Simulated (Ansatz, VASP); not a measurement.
## One calculation of MoS2, two programs

The input INCAR:

```
ALGO = Normal
EDIFF = 1E-6
ENCUT = 520
GGA = PS
ISIF = 2
ISMEAR = 0
LASPH = T
LCHARG = F
LREAL = F
LWAVE = F
NBANDS = 35
NELM = 80
PREC = Accurate
SIGMA = 0.05
```

Contents of KPOINTS:

```
k-points
0
Gamma
  9 9 2
```

POSCAR

```
MoS2
1.0
    3.2910027618      0.0000000000      0.0000000000
   -1.6455013809      2.8500919956      0.0000000000
    0.0000000000      0.0000000000     12.7984594622
Mo S
2 4
Direct
    0.3333333333      0.6666666667      0.2500000000
    0.6666666667      0.3333333333      0.7500000000
    0.3333333333      0.6666666667      0.6230000000
    0.6666666667      0.3333333333      0.1230000000
    0.3333333333      0.6666666667      0.8770000000
    0.6666666667      0.3333333333      0.3770000000
```

Input for Ansatz:

```yaml
crystal:
  lattice:
    - [3.2910027618, 0.0, 0.0]
    - [-1.6455013809, 2.8500919956, 0.0]
    - [0.0, 0.0, 12.7984594622]
  atoms:
    - { symbol: Mo, position: [0.3333333333, 0.6666666667, 0.25] }
    - { symbol: Mo, position: [0.6666666667, 0.3333333333, 0.75] }
    - { symbol: S, position: [0.3333333333, 0.6666666667, 0.623] }
    - { symbol: S, position: [0.6666666667, 0.3333333333, 0.123] }
    - { symbol: S, position: [0.3333333333, 0.6666666667, 0.877] }
    - { symbol: S, position: [0.6666666667, 0.3333333333, 0.377] }
basis:
  ecutwfc: 500
  fft_grid_basis: typed
kpoints:
  mp_grid: { grid: [9, 9, 2] }
hamiltonian:
  xc: pbesol
  pseudopotentials: { kind: paw }
scf:
  occupations: { method: gaussian, width: 0.05 }
output:
  forces: true
  stress: true
  eigenvalues: true
  bader: true
  write_density: true
  volumetric_format: npy
  elf: true
```

Alike in both runs: task single point; functional PBEsol; k mesh 9 × 9 × 2; occupations gaussian, width 0.05 eV; no spin polarisation.

|  | VASP | Ansatz |
| --- | --- | --- |
| version | VASP 6.6.1 | Ansatz 0.2.0 |
| potentials or method | VASP PAW PBE potentials, release 64 (Mo_sv, S), cutoff 520 eV | scalar-relativistic, plane waves, PAW |
| valence electrons in the cell | 52 | 52 |

Ansatz gave:

- gap on the k mesh at the Fermi level (eV): 0.97
- pressure (GPa): -15.6
- traceless stress, the component that is largest in VASP (GPa): -0.52
- rms of the force components (eV/Å): 0.859

Q: What did VASP give for the same quantities?

A: gap on the k mesh at the Fermi level (eV): 0.98; pressure (GPa): -15.6; traceless stress, the component that is largest in VASP (GPa): -0.52; rms of the force components (eV/Å): 0.857.

VASP's potentials were made for PBE, not for PBEsol. Atom by atom the forces differ by 0.002 eV/Å (rms over components). With one functional, cell and mesh, what is left measures potentials, basis and numerics.
